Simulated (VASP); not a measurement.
# NaCl (Fm-3m) in VASP: further runs

The runs below take NaCl through single point, relaxation of cell and atoms, with LDA.

Everything below comes from runs of VASP 6.6.1. Logs are shortened: lines on timing, memory, paths and dates and some standing lists are left out, and cuts for length are marked.

**1. The cell of the first run**

Symmetry: Fm-3m, No. 225, cubic system. The conventional cell has a = 5.464 Å, b = 5.464 Å, c = 5.464 Å, α = 90.00°, β = 90.00°, γ = 90.00°. Na (site symmetry m-3m) has 6 Cl at 2.73 Å within 3.6 Å. Within 3.6 Å of Cl (site symmetry m-3m) lie 6 Na at 2.73 Å.

**2. Single point, LDA**

INCAR

```
SYSTEM = NaCl
PREC = Accurate ; ENCUT = 520
EDIFF = 1E-6 ; ISMEAR = 0
SIGMA = 0.01 ; LREAL = .FALSE.
LASPH = .TRUE. ; NELM = 100
ALGO = Normal ; ISIF = 2
LWAVE = .FALSE. ; LCHARG = .FALSE.
NBANDS = 14
```

KPOINTS

```
regular mesh
0
G
  8 8 8
  0 0 0
```

POSCAR

```
NaCl
1.0
    0.0000000000      2.7321951133      2.7321951133
    2.7321951133      0.0000000000      2.7321951133
    2.7321951133      2.7321951133      0.0000000000
Na Cl
1 1
Direct
    0.0000000000      0.0000000000      0.0000000000
    0.5000000000      0.5000000000      0.5000000000
```

Potentials or basis: VASP PAW LDA potentials, release 64 (Na_pv, Cl).

Command:

```console
$ cat potpaw_LDA.64/Na_pv/POTCAR potpaw_LDA.64/Cl/POTCAR > POTCAR
$ mpirun -np 1 vasp_std > vasp.out
```

OUTCAR:

```text
SYSTEM = NaCl
   PREC = Accurate
   ENCUT = 520
   EDIFF = 1E-6
   ISMEAR = 0
   LREAL = .FALSE.
   LASPH = .TRUE.
   NELM = 100
   ISIF = 2

 ion  position               nearest neighbor table
   1  0.000  0.000  0.000-
   2  0.500  0.500  0.500-

  LATTYP: Found a face centered cubic cell.
 ALAT       =     5.4643902266

  Lattice vectors:

 A1 = (   0.0000000000,   2.7321951133,   2.7321951133)
 A2 = (   2.7321951133,   0.0000000000,   2.7321951133)
 A3 = (   2.7321951133,   2.7321951133,   0.0000000000)

Analysis of symmetry for initial positions (statically):
=====================================================================
 Subroutine PRICEL returns:
 Original cell was already a primitive cell.

 Routine SETGRP: Setting up the symmetry group for a
 face centered cubic supercell.

 Subroutine GETGRP returns: Found 48 space group operations
 (whereof 48 operations were pure point group operations)
 out of a pool of 48 trial point group operations.

The static configuration has the point symmetry O_h .

Analysis of symmetry for dynamics (positions and initial velocities):
=====================================================================
 Subroutine PRICEL returns:
 Original cell was already a primitive cell.

 Routine SETGRP: Setting up the symmetry group for a
 face centered cubic supercell.

 Subroutine GETGRP returns: Found 48 space group operations
 (whereof 48 operations were pure point group operations)
 out of a pool of 48 trial point group operations.

The dynamic configuration has the point symmetry O_h .

 Subroutine INISYM returns: Found 48 space group operations
 (whereof 48 operations are pure point group operations),
 and found     1 'primitive' translations

----------------------------------------------------------------------------------------

                                     Primitive cell

  volume of cell :      40.7911

  direct lattice vectors                    reciprocal lattice vectors
     0.000000000  2.732195113  2.732195113    -0.183003036  0.183003036  0.183003036
     2.732195113  0.000000000  2.732195113     0.183003036 -0.183003036  0.183003036
     2.732195113  2.732195113  0.000000000     0.183003036  0.183003036 -0.183003036

  length of vectors
     3.863907384  3.863907384  3.863907384     0.316970556  0.316970556  0.316970556

  position of ions in fractional coordinates (direct lattice)
     0.000000000  0.000000000  0.000000000
     0.500000000  0.500000000  0.500000000

  ion indices of the primitive-cell ions
   primitive index   ion index
                 1           1
                 2           2

----------------------------------------------------------------------------------------

 KPOINTS: regular mesh

Automatic generation of k-mesh.
 Grid dimensions read from file:
 generate k-points for:    8    8    8

 Generating k-lattice:

  Cartesian coordinates                     Fractional coordinates (reciprocal lattice)
    -0.022875379  0.022875379  0.022875379     0.125000000  0.000000000  0.000000000
     0.022875379 -0.022875379  0.022875379     0.000000000  0.125000000  0.000000000
     0.022875379  0.022875379 -0.022875379     0.000000000  0.000000000  0.125000000

  Length of vectors
     0.039621319  0.039621319  0.039621319

  Shift w.r.t. Gamma in fractional coordinates (k-lattice)
     0.000000000  0.000000000  0.000000000

 Subroutine IBZKPT returns following result:
 ===========================================

 Found     29 irreducible k-points:

 Following reciprocal coordinates:
            Coordinates               Weight
  0.000000  0.000000  0.000000      1.000000
  0.125000  0.000000  0.000000      8.000000
  0.250000  0.000000  0.000000      8.000000
  0.375000  0.000000  0.000000      8.000000
  0.500000  0.000000  0.000000      4.000000
  0.125000  0.125000  0.000000      6.000000
[... 16 lines left out ...]
  0.500000  0.250000  0.125000     48.000000
 -0.375000  0.250000  0.125000     24.000000
 [... further k-points ...]
   k-points           NKPTS =     29   k-points in BZ     NKDIM =     29   number of bands    NBANDS=     14
   number of dos      NEDOS =    301   number of ions     NIONS =      2
   total plane-waves  NPLWV =  27000
   dimension x,y,z NGX =    30 NGY =   30 NGZ =   30
   dimension x,y,z NGXF=    60 NGYF=   60 NGZF=   60
   ions per type =               1   1
   NGX,Y,Z   is equivalent  to a cutoff of  12.91, 12.91, 12.91 a.u.
   NGXF,Y,Z  is equivalent  to a cutoff of  25.82, 25.82, 25.82 a.u.
 SYSTEM =  NaCl
   PREC   = accura    normal or accurate (medium, high low for compatibility)
   ISTART =      0    job   : 0-new  1-cont  2-samecut
   ICHARG =      2    charge: 1-file 2-atom 10-const
   ISPIN  =      1    spin polarized calculation?
   LNONCOLLINEAR =      F non collinear calculations
   LSORBIT =      F    spin-orbit coupling
   LASPH  =      T    aspherical Exc in radial PAW
   ENCUT  =  520.0 eV  38.22 Ry    6.18 a.u.   7.18  7.18  7.18*2*pi/ulx,y,z
   NELM   =    100;   NELMIN=  2; NELMDL= -5     # of ELM steps
   EDIFF  = 0.1E-05   stopping-criterion for ELM
   LREAL  =      F    real-space projection
   EDIFFG = 0.1E-04   stopping-criterion for IOM
   NSW    =      0    number of steps for IOM
   IBRION =     -1    ionic relax: 0-MD 1-quasi-New 2-CG
   NFREE  =      0    steps in history (QN), initial steepest desc. (CG)
   ISIF   =      2    stress and relaxation
   ISYM   =      2    0-nonsym 1-usesym 2-fastsym
   POTIM  = 0.5000    time-step for ionic-motion
   TEBEG  =    0.0;   TEEND  =   0.0 temperature during run
   PSTRESS=    0.0 pullay stress
   NELECT =      14.0000    total number of electrons
   NUPDOWN=      -1.0000    fix difference up-down
   EMIN   =  10.00;   EMAX   =-10.00  energy-range for DOS
   EFERMI =   0.00;   METHOD = LEGACY
   ISMEAR =     0;   SIGMA  =   0.01  broadening in eV -4-tet -1-fermi 0-gaus
   EFERMI_NEDOS =   21; number of points for ismear=-14 and -15
   IALGO  =     38    algorithm
   IMIX   =      4    mixing-type and parameters
     AMIX     =   0.40;   BMIX     =  1.00
     AMIX_MAG =   1.60;   BMIX_MAG =  1.00
  volume/ion in A,a.u.               =      20.40       137.64
  Fermi-wavevector in a.u.,A,eV,Ry     =   1.146205  2.166014 17.875156  1.313787
  Thomas-Fermi vector in A             =   2.282891
   LORBIT       =      0    0 simple, 1 ext, 2 COOP (PROOUT), +10 PAW based schemes
   GGA     = CA    functional components
   LHFCALC =     F    Hartree Fock is set to
   AEXX    =    0.0000 exact exchange contribution
   IVDW    =     0    specifies the selected vdW correction
   LEPSILON=     F    determine dielectric tensor
   LRPA    =     F    only Hartree local field effects (RPA)
 non-spin polarized calculation
 Gauss-broadening in eV      SIGMA  =   0.01
  energy-cutoff  :      520.00
  volume of cell :       40.79
 maximum number of plane-waves:      1121
 NGX is ok and might be reduce to    30
   NGX = 15   NGY = 15   NGZ = 15

 number of electron      13.9999993 magnetization

 Free energy of the ion-electron system (eV)
  ---------------------------------------------------
  ext. energy  EPLUGINS =         0.00000000
  ---------------------------------------------------
  free energy    TOTEN  =        -7.38920269 eV

  energy without entropy =       -7.38920269  energy(sigma->0) =       -7.38920269

 E-fermi :  -0.3089     XC(G=0):  -9.1378

 val. band max:       -0.3578181053   @ k =   0.0000   0.0000   0.0000
 cond. band min:       4.7227538824   @ k =   0.0000   0.0000   0.0000
 fundamental gap:      5.0805719877
 Fermi energy:        -0.3088714409

 k-point     1 :       0.0000    0.0000    0.0000
  band No.  band energies     occupation
      1     -20.9861      2.00000
      2     -20.9861      2.00000
      3     -20.9861      2.00000
      4     -13.1816      2.00000
      5      -0.3578      2.00000
      6      -0.3578      2.00000
      7      -0.3578      2.00000
      8       4.7228      0.00000
      9      10.5716      0.00000
     10      10.5716      0.00000
     11      10.5716      0.00000
     12      12.9292      0.00000
     13      12.9292      0.00000
     14      14.4571      0.00000

 k-point     2 :       0.1250    0.0000    0.0000
  band No.  band energies     occupation
      1     -20.9933      2.00000
      2     -20.9866      2.00000
      3     -20.9866      2.00000
      4     -13.1169      2.00000
      5      -0.8138      2.00000
      6      -0.4101      2.00000
      7      -0.4101      2.00000
      8       5.2762      0.00000
      9      10.0146      0.00000
     10      10.7912      0.00000
     11      10.7912      0.00000
     12      12.6742      0.00000
     13      12.6742      0.00000
     14      15.5024      0.00000

 k-point     3 :       0.2500    0.0000    0.0000
  band No.  band energies     occupation
      1     -21.0106      2.00000
      2     -20.9878      2.00000
      3     -20.9878      2.00000
      4     -12.9550      2.00000
      5      -1.6958      2.00000
      6      -0.5313      2.00000
      7      -0.5313      2.00000
      8       6.2568      0.00000
      9       9.5666      0.00000
     10      10.9418      0.00000
     11      10.9418      0.00000
     12      12.9109      0.00000
     13      12.9109      0.00000
     14      15.5483      0.00000
[... 324 lines left out ...]
 k-point    23 :       0.5000    0.2500    0.1250
  band No.  band energies     occupation
      1     -21.0213      2.00000
      2     -20.9983      2.00000
      3     -20.9917      2.00000
      4     -12.7245      2.00000
      5      -2.2255      2.00000
      6      -1.2062      2.00000
      7      -0.8065      2.00000
      8       7.7997      0.00000
      9       9.2257      0.00000
     10       9.5048      0.00000
     11      11.6143      0.00000
     12      13.4992      0.00000
     13      16.0468      0.00000
     14      16.5726      0.00000

 k-point    24 :      -0.3750    0.2500    0.1250
  band No.  band energies     occupation
      1     -21.0248      2.00000
      2     -20.9991      2.00000
      3     -20.9929      2.00000
      4     -12.6708      2.00000
      5      -2.3678      2.00000
      6      -1.3028      2.00000
      7      -0.8709      2.00000
      8       7.8537      0.00000
      9       9.2167      0.00000
     10       9.9968      0.00000
     11      11.4150      0.00000
     12      14.1763      0.00000
     13      15.5778      0.00000
     14      16.7212      0.00000

 [... further k-points ...]
[... 5 lines left out ...]
  --------------------------------------------------------------------------------------
  -------------------------------------------------------------------------------------
  Total        0.0079830      0.0079830      0.0079830      0.0000000     -0.0000000     -0.0000000
  in kB        0.3135528      0.3135528      0.3135528      0.0000000     -0.0000000     -0.0000000
  external PRESSURE =       0.3135528 kB  Pullay stress =       0.0000000 kB

 VOLUME and BASIS-vectors are now :
 -----------------------------------------------------------------------------
  energy-cutoff  :      520.00
  volume of cell :       40.79
      direct lattice vectors                 reciprocal lattice vectors
     0.000000000  2.732195113  2.732195113    -0.183003036  0.183003036  0.183003036
     2.732195113  0.000000000  2.732195113     0.183003036 -0.183003036  0.183003036
     2.732195113  2.732195113  0.000000000     0.183003036  0.183003036 -0.183003036

 POSITION                                       TOTAL-FORCE (eV/Angst)
 -----------------------------------------------------------------------------------
      0.00000      0.00000      0.00000         0.000000      0.000000      0.000000
      2.73220      2.73220      2.73220        -0.000000     -0.000000     -0.000000
 -----------------------------------------------------------------------------------
    total drift:                               -0.000000      0.000000      0.000000

  FREE ENERGIE OF THE ION-ELECTRON SYSTEM (eV)
  ---------------------------------------------------
  free  energy   TOTEN  =        -7.3892026876 eV

  energy  without entropy=       -7.3892026876  energy(sigma->0) =       -7.38920269
```

It took 8.8 s on 1 thread of Intel Xeon Platinum 8488C (Sapphire Rapids), shared host; peak memory 0.14 GiB.

What came out:

```
Free energy            : -7.3892 eV
Pressure               : 0.0 GPa
Band gap on the k mesh : 5.08 eV
```

Levels at points of the mesh, in eV from the valence-band top:
```
           k point  band 4  band 5  band 6  band 7  band 8  band 9  band 10  band 11
(0.00, 0.00, 0.00)  -12.82    0.00    0.00    0.00    5.08   10.93    10.93    10.93
(0.50, 0.00, 0.00)  -12.35   -2.33   -0.33   -0.33    7.05   10.90    10.90    11.05
(0.50, 0.50, 0.00)  -12.30   -2.01   -0.72   -0.72    7.44    7.63    11.62    15.19
```

(Continued in part 2 of 2.)
